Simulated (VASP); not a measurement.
## Li2S: single point with r2SCAN

The system is Li2S.

```
Li S
1.0
     0.00000    2.78643    2.78643
     2.78643    0.00000    2.78643
     2.78643    2.78643    0.00000
Li S
2 1
Direct
  0.25000 0.25000 0.25000
  0.75000 0.75000 0.75000
  0.00000 0.00000 0.00000
```

This cell differs from its parent crystal: volume scaled by 0.94.

* Program: VASP 6.6.1
* Task: single point
* Functional: r2SCAN
* Potentials or basis: VASP PAW PBE potentials, release 64 (Li_sv, S)
* Cutoff: 830 eV
* k mesh: 8 × 8 × 8
* Occupations: gaussian, width 0.02 eV
* Spin: no spin polarisation
* Dipole correction: no
* Further INCAR settings: ALGO = Normal; EDIFF = 1e-06; NBANDS = 13

```
Pressure               : 2.9 GPa
Band gap on the k mesh : 3.81 eV, indirect (least direct gap 5.38 eV)
```

Levels at points of the mesh, in eV from the valence-band top:
```tsv
k point	band 4	band 5	band 6	band 7	band 8	band 9
(0.00, 0.00, 0.00)	0.00	0.00	0.00	5.40	6.93	6.93
(0.50, 0.00, 0.00)	-3.11	-0.56	-0.56	7.22	7.22	7.28
(0.50, 0.50, 0.00)	-2.30	-1.57	-1.57	3.81	8.06	12.66
```

Wall time 81 s on 1 thread of Intel(R) Xeon(R) 6975P-C (Granite Rapids) (shared host), peak memory 0.24 GiB.

Caveat: the PAW data sets were made with another functional, which shifts forces and pressure a little. A k mesh can miss the band edges.
